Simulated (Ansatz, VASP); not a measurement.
One calculation of Ag, two programs

INCAR

```
SYSTEM = Ag
  PREC = Accurate
  ENCUT = 500
  EDIFF = 1E-6
  ISMEAR = 1
  SIGMA = 0.1
  LREAL = .False.
  LASPH = .True.
  NELM = 120
  ALGO = Normal
  ISIF = 2
  LWAVE = .False.
  LCHARG = .False.
  NBANDS = 12
  GGA_COMPAT = .False.
```

KPOINTS

```
regular mesh
0
Gamma
  13 13 13
  0 0 0
```

The input POSCAR:

```
Ag
1.0
    0.0000000000      2.0427500000      2.0427500000
    2.0427500000      0.0000000000      2.0427500000
    2.0427500000      2.0427500000      0.0000000000
Ag
1
Direct
    0.0000000000      0.0000000000      0.0000000000
```

Input for Ansatz:

```yaml
crystal:
  lattice:
    - [0.0, 2.04275, 2.04275]
    - [2.04275, 0.0, 2.04275]
    - [2.04275, 2.04275, 0.0]
  atoms:
    - { symbol: Ag, position: [0.0, 0.0, 0.0] }
kpoints:
  mp_grid:
    grid: [13, 13, 13]
hamiltonian:
  xc: lda
  pseudopotentials:
    kind: paw
scf:
  max_iter: 100
  occupations:
    method: methfessel_paxton
output:
  forces: true
  stress: true
  eigenvalues: true
```

Alike in both runs: task single point; functional LDA; k mesh 13 × 13 × 13; no spin polarisation.

|  | VASP | Ansatz |
| --- | --- | --- |
| version | VASP 6.6.1 | Ansatz 0.2.0 |
| potentials or method | VASP PAW LDA potentials, release 64 (Ag) | plane waves, PAW |
| plane-wave cutoff (eV) | 500 | 420 |
| occupations | methfessel-paxton of order 1, width 0.1 eV | methfessel-paxton of order 1 |
| valence electrons in the cell | 11 | 19 |

Ansatz gave:

```
gap on the k mesh at the Fermi level (eV) : none
pressure (GPa)                            : -7.6
```

Estimate VASP's values.

gap on the k mesh at the Fermi level (eV): none; pressure (GPa): -7.4.

LDA's correlation is that of Perdew and Zunger in VASP and of Perdew and Wang (1992) in Ansatz. A gap of «none» marks a metal or a gap that the smearing closes. VASP's potentials hold 11 valence electrons a cell and Ansatz's 19, so a difference there can come from the potentials and not from the codes.
